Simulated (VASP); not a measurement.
Runs of VASP 6.6.1 on MgSi. The structure is that of space group Cmcm (No. 63), or close to it. The cells are those of the table. 

```csv
cell,gap on the mesh (eV),pressure (GPa),largest force (eV/Å)
"a = 5.704, b = 5.704, c = 4.397 Å, angles 90.0, 90.0, 149.0°, 4 atoms",none,-3.5,(a)
"a = 5.667, b = 5.667, c = 4.369 Å, angles 90.0, 90.0, 149.0°, 4 atoms",none,-2.6,0.18
"a = 5.630, b = 5.630, c = 4.340 Å, angles 90.0, 90.0, 149.0°, 4 atoms",none,-1.4,0.16
"a = 5.741, b = 5.741, c = 4.425 Å, angles 90.0, 90.0, 149.0°, 4 atoms",none,-4.5,(c)
"a = 5.515, b = 5.515, c = 4.252 Å, angles 90.0, 90.0, 149.0°, 4 atoms",none,(b),0.16
```

Alike in all rows: task single point; level PBEsol; potentials or basis VASP PAW PBE potentials, release 64 (Si, Mg); no spin polarisation; k mesh 9 × 9 × 6; cutoff (eV) 520; smearing fermi-dirac 0.05 eV.

Question: Fill in the values left out.

Answer: (a) 0.19; (b) 2.7; (c) 0.20.

Caveats: the PAW data sets were made with another functional, which shifts forces and pressure a little.

A gap of «none» marks levels without a gap at the run's occupations.
